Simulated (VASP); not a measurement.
A run of VASP 6.6.1:

File INCAR:

```
ALGO = Normal
EDIFF = 1E-6
ENCUT = 520
GGA = PE
ISIF = 2
ISMEAR = 0
LASPH = True
LCHARG = False
LREAL = False
LWAVE = False
NBANDS = 25
NELM = 80
PREC = Accurate
SIGMA = 0.01
```

File KPOINTS:

```
k-points
0
Gamma
  6 6 8
```

Contents of POSCAR:

```
SiO2
1.0
    4.3381211223      0.0000000000      0.0000000000
    0.0000000000      4.3381211223      0.0000000000
    0.0000000000      0.0000000000      2.7678070561
Si O
2 4
Direct
    0.0000000000      0.0000000000      0.0000000000
    0.5000000000      0.5000000000      0.5000000000
    0.3059000000      0.3059000000      0.0000000000
    0.1941000000      0.8059000000      0.5000000000
    0.6941000000      0.6941000000      0.0000000000
    0.8059000000      0.1941000000      0.5000000000
```

Potentials or basis: VASP PAW PBE potentials, release 64 (Si, O).

The run is started by

```bash
$ cat potpaw_PBE.64/Si/POTCAR potpaw_PBE.64/O/POTCAR > POTCAR
$ mpirun -np 1 vasp_std > vasp.out
```

Hardware: 1 thread of Intel(R) Xeon(R) 6975P-C (Granite Rapids), on a shared host.

Estimate the wall time of this run.

It took 25 s on 1 thread of Intel(R) Xeon(R) 6975P-C (Granite Rapids), on a shared host, peak memory 0.18 GiB. Counts: scf iterations 13, k points 50.
